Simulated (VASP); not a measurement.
# Cr (Pm-3m) in VASP: a series of runs, part 2 of 2

VASP 6.6.1. Earlier steps stand in the parts before.

## (5) Relaxation of cell and atoms, PBE, collinear spin, ferromagnetic start, target pressure 20 GPa, at which the enthalpy is minimised

This run uses another cell than the first one, of 13.14 Å³/atom, 1.026 times its volume.

Input file INCAR:

```
ALGO = Normal ; EDIFF = 1E-6
EDIFFG = -0.03 ; ENCUT = 600
GGA = PE ; IBRION = 2
ISIF = 3 ; ISMEAR = -1
ISPIN = 2 ; LASPH = True
LCHARG = False ; LMAXMIX = 4
LORBIT = 11 ; LREAL = False
LWAVE = False ; MAGMOM = 3
NELM = 150 ; NSW = 80
PREC = Accurate ; PSTRESS = 200.0
SIGMA = 0.05
```

Input file KPOINTS:

```
k-points
0
Gamma
  9 9 9
```

Input file POSCAR:

```
Cr
1.0
    2.3600000000      0.0000000000      0.0000000000
    0.0000000000      2.3600000000      0.0000000000
    0.0000000000      0.0000000000      2.3600000000
Cr
1
Direct
    0.0000000000      0.0000000000      0.0000000000
```

Potentials or basis: VASP PAW PBE potentials, release 64 (Cr_pv).

Command:

```console
cat potpaw_PBE.64/Cr_pv/POTCAR > POTCAR
mpirun -np 1 vasp_std > vasp.out
```

OUTCAR:

```text
EDIFF = 1E-6
   EDIFFG = -0.03
   ENCUT = 600
   GGA = PE
   IBRION = 2
   ISIF = 3
   ISMEAR = -1
   ISPIN = 2
   LASPH = True
   LORBIT = 11
   LREAL = False
   NELM = 150
   NSW = 80
   PREC = Accurate
   PSTRESS = 200.0

 ion  position               nearest neighbor table
   1  0.000  0.000  0.000-

  LATTYP: Found a simple cubic cell.
 ALAT       =     2.3600000000

  Lattice vectors:

 A1 = (   2.3600000000,   0.0000000000,   0.0000000000)
 A2 = (   0.0000000000,   2.3600000000,   0.0000000000)
 A3 = (   0.0000000000,   0.0000000000,   2.3600000000)

Analysis of symmetry for initial positions (statically):
=====================================================================
 Subroutine PRICEL returns:
 Original cell was already a primitive cell.

 Routine SETGRP: Setting up the symmetry group for a
 simple cubic supercell.

 Subroutine GETGRP returns: Found 48 space group operations
 (whereof 48 operations were pure point group operations)
 out of a pool of 48 trial point group operations.

The static configuration has the point symmetry O_h .

Analysis of symmetry for dynamics (positions and initial velocities):
=====================================================================
 Subroutine PRICEL returns:
 Original cell was already a primitive cell.

 Routine SETGRP: Setting up the symmetry group for a
 simple cubic supercell.

 Subroutine GETGRP returns: Found 48 space group operations
[... 161 lines left out ...]
  ---------------------------------------------------
  free energy    TOTEN  =        -8.49223567 eV

  energy without entropy =       -8.47469874  energy(sigma->0) =       -8.48346720

 E-fermi :   9.4023     XC(G=0): -12.8089

 val. band max:        9.3880197702   @ k =   0.4444   0.1111   0.1111
 cond. band min:       9.4026801240   @ k =   0.3333   0.3333   0.2222
 fundamental gap:      0.0146603538
 Fermi energy:         9.4022507768

 spin component 1

 k-point     1 :       0.0000    0.0000    0.0000
  band No.  band energies     occupation
      1     -33.2804      1.00000
      2     -33.2804      1.00000
      3     -33.2804      1.00000
      4       2.0547      1.00000
      5       6.2256      1.00000
      6       6.2256      1.00000
      7      11.6491      0.00000
      8      11.6491      0.00000
      9      11.6491      0.00000
     10      16.7703      0.00000
     11      28.5667      0.00000
     12      28.5667      0.00000
[... 825 lines left out ...]
 number of electron      11.9999991 magnetization       0.0000029

 number of electron      11.9999991 magnetization      -0.0000028

 Free energy of the ion-electron system (eV)
  ---------------------------------------------------
  ext. energy  EPLUGINS =         0.00000000
  ---------------------------------------------------
  free energy    TOTEN  =        -8.43704661 eV

  energy without entropy =       -8.42359200  energy(sigma->0) =       -8.43031930

 E-fermi :  10.9234     XC(G=0): -13.4442

 val. band max:       10.9168854571   @ k =   0.4444   0.1111   0.1111
 cond. band min:      11.0012805807   @ k =   0.3333   0.3333   0.2222
 fundamental gap:      0.0843951236
 Fermi energy:        10.9234345134

 spin component 1

 k-point     1 :       0.0000    0.0000    0.0000
  band No.  band energies     occupation
      1     -31.5668      1.00000
      2     -31.5668      1.00000
      3     -31.5668      1.00000
      4       3.1798      1.00000
      5       7.2898      1.00000
      6       7.2898      1.00000
      7      13.6071      0.00000
      8      13.6071      0.00000
      9      13.6071      0.00000
     10      18.4448      0.00000
     11      31.5622      0.00000
     12      31.5622      0.00000
[... 741 lines left out ...]
  energy  without entropy=       -8.4235919959  energy(sigma->0) =       -8.43031930

  enthalpy is  TOTEN    =        -6.9719808113 eV   P V=        1.4650658027

 reached required accuracy - stopping structural energy minimisation

 total charge

# of ion       s       p       d       tot
------------------------------------------
    1        0.467   6.336   4.458  11.262

 magnetization (x)

# of ion       s       p       d       tot
------------------------------------------
    1        0.000  -0.000   0.000   0.000
```

CONTCAR:

```text
Cr
   1.00000000000000
     2.2725454236275264    0.0000000000000000    0.0000000000000000
    -0.0000000000000000    2.2725454236275264    0.0000000000000000
    -0.0000000000000000    0.0000000000000000    2.2725454236275264
  Cr
     1
Direct
     0.0000000000000000    0.0000000000000000    0.0000000000000000

  0.00000000E+00  0.00000000E+00  0.00000000E+00
```

Run time: 18 s. Hardware: 1 thread of Intel Xeon 6975P-C (Granite Rapids), shared host; peak memory 0.14 GiB.

Results:

- Free energy: -8.4370 eV
- Relaxed volume: 11.74 Å³/atom
- Relaxed cell: a = 2.273 Å, b = 2.273 Å, c = 2.273 Å, α = 90.00°, β = 90.00°, γ = 90.00°
- Space group after relaxing (to 0.05 Å): Pm-3m (No. 221)
- Energy change on relaxing (the enthalpy is what falls): +55.2 meV/atom
- Ionic steps: 4
- Pressure after relaxing: 19.7 GPa
- Band gap on the k mesh: zero (filled and empty bands overlap)
- Net moment: 0.00 μB per cell
- Valence electrons inside the program's atomic spheres: Cr 11.26

Step by step:
| step | energy change (eV) | largest force (eV/Å) | pressure (GPa) | volume (Å³) |
| --- | --- | --- | --- | --- |
| 1 | 0.0000 | 0.0000 | -4.70 | 13.14 |
| 2 | 0.7415 | 0.0000 | 97.73 | 9.65 |
| 3 | 0.0476 | 0.0000 | 18.16 | 11.80 |
| 4 | 0.0552 | 0.0000 | 19.69 | 11.74 |

Final structure:
```
Cr
1.0
     2.27255    0.00000    0.00000
     0.00000    2.27255    0.00000
     0.00000    0.00000    2.27255
Cr
1
Cartesian
  0.0000 0.0000 0.0000
```

Levels at points of the mesh, in eV from the Fermi level:
Spin up:
| k point | band 3 | band 4 | band 5 | band 6 | band 7 | band 8 | band 9 | band 10 |
| --- | --- | --- | --- | --- | --- | --- | --- | --- |
| (0.00, 0.00, 0.00) | -42.49 | -7.74 | -3.63 | -3.63 | 2.68 | 2.68 | 2.68 | 7.52 |
Spin down:
| k point | band 4 | band 5 | band 6 | band 7 | band 8 | band 9 |
| --- | --- | --- | --- | --- | --- | --- |
| (0.00, 0.00, 0.00) | -7.74 | -3.63 | -3.63 | 2.68 | 2.68 | 2.68 |

Caveat: the starting moments collapsed, and a magnetic state may lie lower; the cell is relaxed towards a set pressure, so the enthalpy falls and the energy may rise.

## (6) Relaxation of cell and atoms, PBE, collinear spin, ferromagnetic start, target pressure 30 GPa, at which the enthalpy is minimised

This run uses another cell than the first one, of 13.14 Å³/atom, 1.026 times its volume.

Input file INCAR:

```
SYSTEM = Cr
PREC     = Accurate       ! precision mode
ENCUT    = 600            ! plane-wave cutoff, eV
EDIFF    = 1E-7           ! SCF threshold, eV
ISMEAR   = -1             ! smearing method
SIGMA    = 0.05           ! smearing width, eV
LREAL    = .FALSE.        ! projectors in reciprocal space
LASPH    = .TRUE.         ! aspherical terms in the spheres
NELM     = 150            ! most SCF steps
ALGO     = Normal         ! electronic algorithm
ISIF     = 3              ! what is computed and relaxed
LWAVE    = .FALSE.        ! write WAVECAR
LCHARG   = .FALSE.        ! write CHGCAR
ISPIN    = 2              ! spin polarisation
MAGMOM   = 3              ! initial moments
LORBIT   = 11             ! projections on sites
LMAXMIX  = 4              ! l up to which the mixer works
GGA      = PE             ! functional
IBRION   = 2              ! ionic algorithm
NSW      = 80             ! ionic steps
EDIFFG   = -0.03          ! ionic threshold
PSTRESS  = 300.0
```

Input file KPOINTS:

```
regular mesh
0
G
  9 9 9
  0 0 0
```

POSCAR is that of step 5.

Potentials or basis: VASP PAW PBE potentials, release 64 (Cr_pv).

Command:

```console
cat potpaw_PBE.64/Cr_pv/POTCAR > POTCAR
mpirun -np 1 vasp_std > vasp.out
```

OUTCAR:

```text
SYSTEM = Cr
   PREC = Accurate
   ENCUT = 600
   EDIFF = 1E-7
   ISMEAR = -1
   LREAL = .FALSE.
   LASPH = .TRUE.
   NELM = 150
   ISIF = 3
   ISPIN = 2
   LORBIT = 11
   GGA = PE
   IBRION = 2
   NSW = 80
   EDIFFG = -0.03
   PSTRESS = 300.0

 ion  position               nearest neighbor table
   1  0.000  0.000  0.000-

  LATTYP: Found a simple cubic cell.
 ALAT       =     2.3600000000

  Lattice vectors:

 A1 = (   2.3600000000,   0.0000000000,   0.0000000000)
 A2 = (   0.0000000000,   2.3600000000,   0.0000000000)
 A3 = (   0.0000000000,   0.0000000000,   2.3600000000)

Analysis of symmetry for initial positions (statically):
=====================================================================
 Subroutine PRICEL returns:
 Original cell was already a primitive cell.

 Routine SETGRP: Setting up the symmetry group for a
 simple cubic supercell.

 Subroutine GETGRP returns: Found 48 space group operations
 (whereof 48 operations were pure point group operations)
 out of a pool of 48 trial point group operations.

The static configuration has the point symmetry O_h .

Analysis of symmetry for dynamics (positions and initial velocities):
=====================================================================
 Subroutine PRICEL returns:
 Original cell was already a primitive cell.

 Routine SETGRP: Setting up the symmetry group for a
 simple cubic supercell.

 Subroutine GETGRP returns: Found 48 space group operations
 (whereof 48 operations were pure point group operations)
 out of a pool of 48 trial point group operations.

The dynamic configuration has the point symmetry O_h .

Analysis of structural, dynamic, and magnetic symmetry:
=====================================================================
 Subroutine PRICEL returns:
 Original cell was already a primitive cell.

 Routine SETGRP: Setting up the symmetry group for a
 simple cubic supercell.

 Subroutine GETGRP returns: Found 48 space group operations
 (whereof 48 operations were pure point group operations)
 out of a pool of 48 trial point group operations.

The overall configuration has the point symmetry O_h .

 Subroutine INISYM returns: Found 48 space group operations
 (whereof 48 operations are pure point group operations),
 and found     1 'primitive' translations

----------------------------------------------------------------------------------------

                                     Primitive cell

  volume of cell :      13.1443

  direct lattice vectors                    reciprocal lattice vectors
     2.360000000  0.000000000  0.000000000     0.423728814  0.000000000  0.000000000
     0.000000000  2.360000000  0.000000000     0.000000000  0.423728814  0.000000000
     0.000000000  0.000000000  2.360000000     0.000000000  0.000000000  0.423728814

  length of vectors
     2.360000000  2.360000000  2.360000000     0.423728814  0.423728814  0.423728814

  position of ions in fractional coordinates (direct lattice)
     0.000000000  0.000000000  0.000000000

  ion indices of the primitive-cell ions
   primitive index   ion index
                 1           1

----------------------------------------------------------------------------------------

 KPOINTS: regular mesh

Automatic generation of k-mesh.
 Grid dimensions read from file:
 generate k-points for:    9    9    9

 Generating k-lattice:

  Cartesian coordinates                     Fractional coordinates (reciprocal lattice)
     0.047080979  0.000000000  0.000000000     0.111111111  0.000000000  0.000000000
     0.000000000  0.047080979  0.000000000     0.000000000  0.111111111  0.000000000
     0.000000000  0.000000000  0.047080979     0.000000000  0.000000000  0.111111111

  Length of vectors
     0.047080979  0.047080979  0.047080979

  Shift w.r.t. Gamma in fractional coordinates (k-lattice)
     0.000000000  0.000000000  0.000000000

 Subroutine IBZKPT returns following result:
 ===========================================

 Found     35 irreducible k-points:

 Following reciprocal coordinates:
            Coordinates               Weight
  0.000000  0.000000  0.000000      1.000000
  0.111111  0.000000  0.000000      6.000000
  0.222222  0.000000  0.000000      6.000000
  0.333333  0.000000  0.000000      6.000000
  0.444444  0.000000  0.000000      6.000000
  0.111111  0.111111  0.000000     12.000000
[... 16 lines left out ...]
  0.333333  0.333333  0.111111     24.000000
  0.444444  0.333333  0.111111     48.000000
 [... further k-points ...]
   k-points           NKPTS =     35   k-points in BZ     NKDIM =     35   number of bands    NBANDS=     12
   number of dos      NEDOS =    301   number of ions     NIONS =      1
   total plane-waves  NPLWV =   8000
   dimension x,y,z NGX =    20 NGY =   20 NGZ =   20
   dimension x,y,z NGXF=    40 NGYF=   40 NGZF=   40
   ions per type =               1
   NGX,Y,Z   is equivalent  to a cutoff of  14.09, 14.09, 14.09 a.u.
   NGXF,Y,Z  is equivalent  to a cutoff of  28.18, 28.18, 28.18 a.u.
 SYSTEM =  Cr
   PREC   = accura    normal or accurate (medium, high low for compatibility)
   ISTART =      0    job   : 0-new  1-cont  2-samecut
   ICHARG =      2    charge: 1-file 2-atom 10-const
   ISPIN  =      2    spin polarized calculation?
   LNONCOLLINEAR =      F non collinear calculations
   LSORBIT =      F    spin-orbit coupling
   LASPH  =      T    aspherical Exc in radial PAW
   ENCUT  =  600.0 eV  44.10 Ry    6.64 a.u.   4.71  4.71  4.71*2*pi/ulx,y,z
   NELM   =    150;   NELMIN=  2; NELMDL= -5     # of ELM steps
   EDIFF  = 0.1E-06   stopping-criterion for ELM
   LREAL  =      F    real-space projection
   EDIFFG = -.3E-01   stopping-criterion for IOM
   NSW    =     80    number of steps for IOM
   IBRION =      2    ionic relax: 0-MD 1-quasi-New 2-CG
   NFREE  =      1    steps in history (QN), initial steepest desc. (CG)
   ISIF   =      3    stress and relaxation
   ISYM   =      2    0-nonsym 1-usesym 2-fastsym
   POTIM  = 0.5000    time-step for ionic-motion
   TEBEG  =    0.0;   TEEND  =   0.0 temperature during run
   PSTRESS=  300.0 pullay stress
   NELECT =      12.0000    total number of electrons
   NUPDOWN=      -1.0000    fix difference up-down
   EMIN   =  10.00;   EMAX   =-10.00  energy-range for DOS
   EFERMI =   0.00;   METHOD = LEGACY
   ISMEAR =    -1;   SIGMA  =   0.05  broadening in eV -4-tet -1-fermi 0-gaus
   EFERMI_NEDOS =   21; number of points for ismear=-14 and -15
   IALGO  =     38    algorithm
   IMIX   =      4    mixing-type and parameters
     AMIX     =   0.40;   BMIX     =  1.00
     AMIX_MAG =   1.60;   BMIX_MAG =  1.00
  volume/ion in A,a.u.               =      13.14        88.70
  Fermi-wavevector in a.u.,A,eV,Ry     =   1.588144  3.001157 34.316638  2.522202
  Thomas-Fermi vector in A             =   2.687193
   LORBIT       =     11    0 simple, 1 ext, 2 COOP (PROOUT), +10 PAW based schemes
   GGA     = PE    functional components
   LHFCALC =     F    Hartree Fock is set to
   AEXX    =    0.0000 exact exchange contribution
   IVDW    =     0    specifies the selected vdW correction
   LEPSILON=     F    determine dielectric tensor
   LRPA    =     F    only Hartree local field effects (RPA)
 conjugate gradient relaxation of ions
 spin polarized calculation
  energy-cutoff  :      600.00
  volume of cell :       13.14
 maximum number of plane-waves:       461
 NGX is ok and might be reduce to    20
   NGX =  9   NGY =  9   NGZ =  9

--------------------------------------- Ionic step        1  -------------------------------------------

 number of electron      12.0000000 magnetization       0.0862005

 Free energy of the ion-electron system (eV)
  ---------------------------------------------------
  ext. energy  EPLUGINS =         0.00000000
  ---------------------------------------------------
  free energy    TOTEN  =        -8.49223699 eV

  energy without entropy =       -8.47457419  energy(sigma->0) =       -8.48340559

 E-fermi :   9.4029     XC(G=0): -12.8089

 val. band max:        9.3934373291   @ k =   0.4444   0.1111   0.1111
 cond. band min:       9.4071051563   @ k =   0.3333   0.3333   0.2222
 fundamental gap:      0.0136678272
 Fermi energy:         9.4029144659

 spin component 1

 k-point     1 :       0.0000    0.0000    0.0000
  band No.  band energies     occupation
      1     -33.2748      1.00000
      2     -33.2748      1.00000
      3     -33.2748      1.00000
      4       2.0562      1.00000
      5       6.2292      1.00000
      6       6.2292      1.00000
      7      11.6551      0.00000
      8      11.6551      0.00000
      9      11.6551      0.00000
     10      16.7778      0.00000
     11      28.5688      0.00000
     12      28.5688      0.00000
[... 864 lines left out ...]
 number of electron      11.9999994 magnetization      -0.0000000

 number of electron      11.9999994 magnetization       0.0000000

 Free energy of the ion-electron system (eV)
  ---------------------------------------------------
  ext. energy  EPLUGINS =         0.00000000
  ---------------------------------------------------
  free energy    TOTEN  =        -8.37371438 eV

  energy without entropy =       -8.36180354  energy(sigma->0) =       -8.36775896

 E-fermi :  11.4276     XC(G=0): -13.6494

 val. band max:       11.4127128305   @ k =   0.4444   0.3333   0.1111
 cond. band min:      11.5261735804   @ k =   0.3333   0.3333   0.2222
 fundamental gap:      0.1134607499
 Fermi energy:        11.4276124673

 spin component 1

 k-point     1 :       0.0000    0.0000    0.0000
  band No.  band energies     occupation
      1     -31.0070      1.00000
      2     -31.0070      1.00000
      3     -31.0070      1.00000
      4       3.5685      1.00000
      5       7.6308      1.00000
      6       7.6308      1.00000
      7      14.2481      0.00000
      8      14.2481      0.00000
      9      14.2481      0.00000
     10      18.9843      0.00000
     11      32.5519      0.00000
     12      32.5519      0.00000
[... 741 lines left out ...]
  energy  without entropy=       -8.3618035389  energy(sigma->0) =       -8.36775896

  enthalpy is  TOTEN    =        -6.2530459282 eV   P V=        2.1206684532

 reached required accuracy - stopping structural energy minimisation

 total charge

# of ion       s       p       d       tot
------------------------------------------
    1        0.478   6.355   4.510  11.343

 magnetization (x)

# of ion       s       p       d       tot
------------------------------------------
    1       -0.000   0.000  -0.000  -0.000
```

Wall time 24 s (1 thread of Intel Xeon 6975P-C (Granite Rapids), shared host); peak memory 0.14 GiB.

What came out:

| Item | Value |
| --- | --- |
| Free energy | -8.3737 eV |
| Relaxed volume | 11.33 Å³/atom |
| Relaxed cell | a = 2.246 Å, b = 2.246 Å, c = 2.246 Å, α = 90.00°, β = 90.00°, γ = 90.00° |
| Space group after relaxing (to 0.05 Å) | Pm-3m (No. 221) |
| Energy change on relaxing (the enthalpy is what falls) | +118.5 meV/atom |
| Ionic steps | 5 |
| Pressure after relaxing | 30.0 GPa |
| Band gap on the k mesh | zero (filled and empty bands overlap) |
| Net moment | 0.00 μB per cell |
| Valence electrons inside the program's atomic spheres | Cr 11.34 |

Step by step:
```
step  energy change (eV)  largest force (eV/Å)  pressure (GPa)  volume (Å³)
   1              0.0000                0.0000           -4.72        13.14
   2              1.8144                0.0000          194.36         8.44
   3              0.0911                0.0000           25.87        11.48
   4              0.1100                0.0000           28.75        11.37
   5              0.1185                0.0000           30.02        11.33
```

Final structure:
```yaml
crystal:
  lattice:
    - [2.24571, 0.00000, 0.00000]
    - [0.00000, 2.24571, 0.00000]
    - [0.00000, 0.00000, 2.24571]
  atoms:
    - { symbol: Cr, position: [0.00000, 0.00000, 0.00000] }
```

Levels at points of the mesh, in eV from the Fermi level:
Spin up:
```
           k point  band 4  band 5  band 6  band 7  band 8  band 9
(0.00, 0.00, 0.00)   -7.86   -3.80   -3.80    2.82    2.82    2.82
```
Spin down:
```
           k point  band 2  band 3  band 4  band 5  band 6  band 7  band 8  band 9  band 10  band 11
(0.00, 0.00, 0.00)  -42.43  -42.43   -7.86   -3.80   -3.80    2.82    2.82    2.82     7.56    21.12
```

Caveat: the starting moments collapsed, and a magnetic state may lie lower; the cell is relaxed towards a set pressure, so the enthalpy falls and the energy may rise.
